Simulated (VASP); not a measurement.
# Ta3Te4 (I-43d) in VASP: single point with PBE

Aim: the single point of Ta3Te4 with PBE.

Everything below comes from runs of VASP 6.6.1. Logs are shortened: lines on timing, memory, paths and dates and some standing lists are left out, and cuts for length are marked.

## 1. The cell of the first run

It takes space group I-43d (No. 220, cubic). The conventional cell has a = 9.057 Å, b = 9.057 Å, c = 9.057 Å, α = 90.00°, β = 90.00°, γ = 90.00°. Within 4.1 Å of Te (site symmetry 3) lie 6 Ta at 3.13 to 3.14 Å and 5 Te at 3.38 to 3.92 Å. Within 4.3 Å of Ta (site symmetry -4) lie 8 Te at 3.13 to 3.14 Å and 8 Ta at 4.24 Å.

## 2. Single point, PBE

INCAR reads:

```
PREC = Accurate
ENCUT = 500
EDIFF = 1E-6
ISMEAR = -1
SIGMA = 0.1
LREAL = F
LASPH = T
NELM = 120
ALGO = Normal
ISIF = 2
LWAVE = F
LCHARG = F
GGA = PE
NBANDS = 70
GGA_COMPAT = F
```

KPOINTS reads:

```
Automatic mesh
0
Gamma
  5 5 5
```

POSCAR reads:

```
Ta3Te4
1.0
   -4.5285320000      4.5285320000      4.5285320000
    4.5285320000     -4.5285320000      4.5285320000
    4.5285320000      4.5285320000     -4.5285320000
Te Ta
8 6
Direct
    0.1660000000      0.1660000000      0.1660000000
    0.8340000000      0.5000000000      0.0000000000
    0.5000000000      0.0000000000      0.3340000000
    0.0000000000      0.8340000000      0.5000000000
    0.3340000000      0.5000000000      0.0000000000
    0.6660000000      0.6660000000      0.6660000000
    0.0000000000      0.3340000000      0.5000000000
    0.5000000000      0.0000000000      0.8340000000
    0.2500000000      0.6250000000      0.3750000000
    0.3750000000      0.2500000000      0.6250000000
    0.7500000000      0.8750000000      0.1250000000
    0.1250000000      0.7500000000      0.8750000000
    0.6250000000      0.3750000000      0.2500000000
    0.8750000000      0.1250000000      0.7500000000
```

Potentials or basis: VASP PAW PBE potentials, release 64 (Te, Ta_pv).

Launch:

```
cat potpaw_PBE.64/Te/POTCAR potpaw_PBE.64/Ta_pv/POTCAR > POTCAR
mpirun -np 1 vasp_std > vasp.out
```

OUTCAR:

```text
PREC = Accurate
   ENCUT = 500
   EDIFF = 1E-6
   ISMEAR = -1
   LREAL = F
   LASPH = T
   NELM = 120
   ISIF = 2
   GGA = PE

 ion  position               nearest neighbor table
   1  0.166  0.166  0.166-  11 3.13  12 3.13  14 3.13  10 3.14  13 3.14   9 3.14   3 3.38   5 3.38
                             7 3.38
   2  0.834  0.500  0.000-  12 3.13   9 3.13  14 3.13  10 3.14  13 3.14  11 3.14   4 3.38   6 3.38
                             8 3.38
   3  0.500  0.000  0.334-   9 3.13  10 3.13  14 3.13  12 3.14  13 3.14  11 3.14   1 3.38   7 3.38
                             5 3.38
   4  0.000  0.834  0.500-  11 3.13  14 3.13  10 3.13  13 3.14   9 3.14  12 3.14   6 3.38   8 3.38
                             2 3.38
   5  0.334  0.500  0.000-  10 3.13  13 3.13  11 3.13  14 3.14   9 3.14  12 3.14   1 3.38   3 3.38
                             7 3.38
   6  0.666  0.666  0.666-   9 3.13  10 3.13  13 3.13  12 3.14  11 3.14  14 3.14   2 3.38   4 3.38
                             8 3.38
   7  0.000  0.334  0.500-   9 3.13  12 3.13  13 3.13  10 3.14  11 3.14  14 3.14   1 3.38   5 3.38
                             3 3.38
   8  0.500  0.000  0.834-  11 3.13  12 3.13  13 3.13  10 3.14   9 3.14  14 3.14   2 3.38   6 3.38
                             4 3.38
   9  0.250  0.625  0.375-   7 3.13   3 3.13   6 3.13   2 3.13   5 3.14   1 3.14   4 3.14   8 3.14
[... 7 lines left out ...]
  13  0.625  0.375  0.250-   5 3.13   6 3.13   7 3.13   8 3.13   4 3.14   3 3.14   1 3.14   2 3.14

  14  0.875  0.125  0.750-   1 3.13   2 3.13   3 3.13   4 3.13   5 3.14   6 3.14   7 3.14   8 3.14

  LATTYP: Found a body centered cubic cell.
 ALAT       =     9.0570640000

  Lattice vectors:

 A1 = (  -4.5285320000,   4.5285320000,   4.5285320000)
 A2 = (   4.5285320000,  -4.5285320000,   4.5285320000)
 A3 = (   4.5285320000,   4.5285320000,  -4.5285320000)

Analysis of symmetry for initial positions (statically):
=====================================================================
 Subroutine PRICEL returns:
 Original cell was already a primitive cell.

 Routine SETGRP: Setting up the symmetry group for a
 body centered cubic supercell.

 Subroutine GETGRP returns: Found 24 space group operations
 (whereof  3 operations were pure point group operations)
 out of a pool of 48 trial point group operations.

The static configuration has the point symmetry C_3 .
 The point group associated with its full space group is T_d .

Analysis of symmetry for dynamics (positions and initial velocities):
=====================================================================
 Subroutine PRICEL returns:
 Original cell was already a primitive cell.

 Routine SETGRP: Setting up the symmetry group for a
 body centered cubic supercell.

 Subroutine GETGRP returns: Found 24 space group operations
 (whereof  3 operations were pure point group operations)
 out of a pool of 48 trial point group operations.

The dynamic configuration has the point symmetry C_3 .
 The point group associated with its full space group is T_d .

 Subroutine INISYM returns: Found 24 space group operations
 (whereof  3 operations are pure point group operations),
 and found     1 'primitive' translations

----------------------------------------------------------------------------------------

                                     Primitive cell

  volume of cell :     371.4773

  direct lattice vectors                    reciprocal lattice vectors
    -4.528532000  4.528532000  4.528532000     0.000000000  0.110411056  0.110411056
     4.528532000 -4.528532000  4.528532000     0.110411056  0.000000000  0.110411056
     4.528532000  4.528532000 -4.528532000     0.110411056  0.110411056  0.000000000

  length of vectors
     7.843647508  7.843647508  7.843647508     0.156144813  0.156144813  0.156144813

  position of ions in fractional coordinates (direct lattice)
     0.166000000  0.166000000  0.166000000
     0.834000000  0.500000000  0.000000000
     0.500000000  0.000000000  0.334000000
     0.000000000  0.834000000  0.500000000
     0.334000000  0.500000000  0.000000000
     0.666000000  0.666000000  0.666000000
     0.000000000  0.334000000  0.500000000
     0.500000000  0.000000000  0.834000000
     0.250000000  0.625000000  0.375000000
     0.375000000  0.250000000  0.625000000
     0.750000000  0.875000000  0.125000000
[... 34 lines left out ...]
     0.022082211  0.022082211  0.000000000     0.000000000  0.000000000  0.200000000

  Length of vectors
     0.031228963  0.031228963  0.031228963

  Shift w.r.t. Gamma in fractional coordinates (k-lattice)
     0.000000000  0.000000000  0.000000000

 Subroutine IBZKPT returns following result:
 ===========================================

 Found     10 irreducible k-points:

 Following reciprocal coordinates:
            Coordinates               Weight
  0.000000  0.000000  0.000000      1.000000
  0.200000  0.000000  0.000000     12.000000
  0.400000  0.000000  0.000000     12.000000
  0.200000  0.200000  0.000000     24.000000
  0.400000  0.200000  0.000000     24.000000
  0.200000  0.200000  0.200000      8.000000
 -0.200000  0.200000  0.200000      6.000000
 -0.400000  0.400000  0.200000     24.000000
 -0.400000 -0.400000  0.200000      8.000000
 -0.400000  0.400000  0.400000      6.000000
   k-points           NKPTS =     10   k-points in BZ     NKDIM =     10   number of bands    NBANDS=     70
   number of dos      NEDOS =    301   number of ions     NIONS =     14
   total plane-waves  NPLWV = 216000
   dimension x,y,z NGX =    60 NGY =   60 NGZ =   60
   dimension x,y,z NGXF=   120 NGYF=  120 NGZF=  120
   ions per type =               8   6
   NGX,Y,Z   is equivalent  to a cutoff of  12.72, 12.72, 12.72 a.u.
   NGXF,Y,Z  is equivalent  to a cutoff of  25.43, 25.43, 25.43 a.u.
 SYSTEM =  unknown system
   PREC   = accura    normal or accurate (medium, high low for compatibility)
   ISTART =      0    job   : 0-new  1-cont  2-samecut
   ICHARG =      2    charge: 1-file 2-atom 10-const
   ISPIN  =      1    spin polarized calculation?
   LNONCOLLINEAR =      F non collinear calculations
   LSORBIT =      F    spin-orbit coupling
   LASPH  =      T    aspherical Exc in radial PAW
   ENCUT  =  500.0 eV  36.75 Ry    6.06 a.u.  14.30 14.30 14.30*2*pi/ulx,y,z
   NELM   =    120;   NELMIN=  2; NELMDL= -5     # of ELM steps
   EDIFF  = 0.1E-05   stopping-criterion for ELM
   LREAL  =      F    real-space projection
   EDIFFG = 0.1E-04   stopping-criterion for IOM
   NSW    =      0    number of steps for IOM
   IBRION =     -1    ionic relax: 0-MD 1-quasi-New 2-CG
   NFREE  =      0    steps in history (QN), initial steepest desc. (CG)
   ISIF   =      2    stress and relaxation
   ISYM   =      2    0-nonsym 1-usesym 2-fastsym
   POTIM  = 0.5000    time-step for ionic-motion
   TEBEG  =    0.0;   TEEND  =   0.0 temperature during run
   PSTRESS=    0.0 pullay stress
   NELECT =     114.0000    total number of electrons
   NUPDOWN=      -1.0000    fix difference up-down
   EMIN   =  10.00;   EMAX   =-10.00  energy-range for DOS
   EFERMI =   0.00;   METHOD = LEGACY
   ISMEAR =    -1;   SIGMA  =   0.10  broadening in eV -4-tet -1-fermi 0-gaus
   EFERMI_NEDOS =   21; number of points for ismear=-14 and -15
   IALGO  =     38    algorithm
   IMIX   =      4    mixing-type and parameters
     AMIX     =   0.40;   BMIX     =  1.00
     AMIX_MAG =   1.60;   BMIX_MAG =  1.00
  volume/ion in A,a.u.               =      26.53       179.06
  Fermi-wavevector in a.u.,A,eV,Ry     =   1.104246  2.086722 16.590377  1.219358
  Thomas-Fermi vector in A             =   2.240716
   LORBIT       =      0    0 simple, 1 ext, 2 COOP (PROOUT), +10 PAW based schemes
   GGA     = PE    functional components
   LHFCALC =     F    Hartree Fock is set to
   AEXX    =    0.0000 exact exchange contribution
   IVDW    =     0    specifies the selected vdW correction
   LEPSILON=     F    determine dielectric tensor
   LRPA    =     F    only Hartree local field effects (RPA)
 non-spin polarized calculation
  energy-cutoff  :      500.00
  volume of cell :      371.48
 maximum number of plane-waves:      9453
 NGX is ok and might be reduce to    60
   NGX = 29   NGY = 29   NGZ = 29

 number of electron     114.0000004 magnetization

 Free energy of the ion-electron system (eV)
  ---------------------------------------------------
  ext. energy  EPLUGINS =         0.00000000
  ---------------------------------------------------
  free energy    TOTEN  =       -86.29254739 eV

  energy without entropy =      -85.63440939  energy(sigma->0) =      -85.96347839

 E-fermi :   6.9807     XC(G=0): -10.4590

 val. band max:        6.9696093820   @ k =  -0.4000   0.4000   0.2000
 cond. band min:       6.9858695068   @ k =   0.2000   0.2000   0.2000
 fundamental gap:      0.0162601249
 Fermi energy:         6.9807177078

 k-point     1 :       0.0000    0.0000    0.0000
  band No.  band energies     occupation
      1     -28.6994      2.00000
      2     -28.6943      2.00000
      3     -28.6943      2.00000
      4     -28.6943      2.00000
      5     -28.6907      2.00000
      6     -28.6907      2.00000
[... 709 lines left out ...]
     68       7.7320      0.00109
     69       7.7974      0.00057
 [bands above 69 left out]

------------------------ aborting loop because EDIFF is reached ----------------------------------------

  FORCE on cell =-STRESS in cart. coord.  units (eV):
  Direction    XX          YY          ZZ          XY          YZ          ZX
  --------------------------------------------------------------------------------------
  -------------------------------------------------------------------------------------
  Total      -26.1439455    -26.1439455    -26.1439455      0.0000000      0.0000000     -0.0000000
  in kB     -112.7585278   -112.7585278   -112.7585278      0.0000000      0.0000000     -0.0000000
  external PRESSURE =    -112.7585278 kB  Pullay stress =       0.0000000 kB

 VOLUME and BASIS-vectors are now :
 -----------------------------------------------------------------------------
  energy-cutoff  :      500.00
  volume of cell :      371.48
      direct lattice vectors                 reciprocal lattice vectors
    -4.528532000  4.528532000  4.528532000     0.000000000  0.110411056  0.110411056
     4.528532000 -4.528532000  4.528532000     0.110411056  0.000000000  0.110411056
     4.528532000  4.528532000 -4.528532000     0.110411056  0.110411056  0.000000000

 POSITION                                       TOTAL-FORCE (eV/Angst)
 -----------------------------------------------------------------------------------
      0.75174      0.75174      0.75174        -0.280002     -0.280002     -0.280002
     -1.51253      1.51253      6.04106        -0.280002      0.280002      0.280002
     -0.75174      3.77680      0.75174         0.280002      0.280002     -0.280002
      6.04106     -1.51253      1.51253         0.280002     -0.280002      0.280002
      0.75174     -0.75174      3.77680        -0.280002      0.280002      0.280002
      3.01600      3.01600      3.01600        -0.280002     -0.280002     -0.280002
      3.77680      0.75174     -0.75174         0.280002     -0.280002      0.280002
      1.51253      6.04106     -1.51253         0.280002      0.280002     -0.280002
      3.39640      0.00000      2.26427         0.000000     -0.000000     -0.000000
      2.26427      3.39640      0.00000         0.000000     -0.000000     -0.000000
      1.13213     -0.00000      6.79280         0.000000     -0.000000     -0.000000
      6.79280      1.13213      0.00000         0.000000     -0.000000     -0.000000
      0.00000      2.26427      3.39640         0.000000     -0.000000     -0.000000
     -0.00000      6.79280      1.13213         0.000000     -0.000000     -0.000000
 -----------------------------------------------------------------------------------
    total drift:                               -0.000001     -0.000001     -0.000001

  FREE ENERGIE OF THE ION-ELECTRON SYSTEM (eV)
  ---------------------------------------------------
  free  energy   TOTEN  =       -86.2925473919 eV

  energy  without entropy=      -85.6344093875  energy(sigma->0) =      -85.96347839
```

It took 7.6 min on 1 thread of Oxide Virtual Turin-like, shared host; peak memory 0.54 GiB.

Results:

| Quantity | Value |
| --- | --- |
| Free energy | -86.2925 eV |
| Pressure | -11.3 GPa |
| Largest force | 0.485 eV/Å |
| Band gap on the k mesh | zero (bands 57 and 58 overlap by 0.14 eV) |

Forces on the atoms (eV/Å):
```
Te  -0.280 -0.280 -0.280
Te  -0.280  0.280  0.280
Te   0.280  0.280 -0.280
Te   0.280 -0.280  0.280
Te  -0.280  0.280  0.280
Te  -0.280 -0.280 -0.280
Te   0.280 -0.280  0.280
Te   0.280  0.280 -0.280
Ta   0.000  0.000  0.000
Ta   0.000  0.000  0.000
Ta   0.000  0.000  0.000
Ta   0.000  0.000  0.000
Ta   0.000  0.000  0.000
Ta   0.000  0.000  0.000
```

Levels at points of the mesh, in eV from the Fermi level:
| k point | band 54 | band 55 | band 56 | band 57 | band 58 | band 59 | band 60 | band 61 |
| --- | --- | --- | --- | --- | --- | --- | --- | --- |
| (0.00, 0.00, 0.00) | -0.23 | -0.23 | 0.03 | 0.03 | 0.03 | 0.18 | 0.18 | 0.43 |

Caveat: the cell stands under tension; spin-orbit coupling is left out, which moves the levels of the heavy elements.
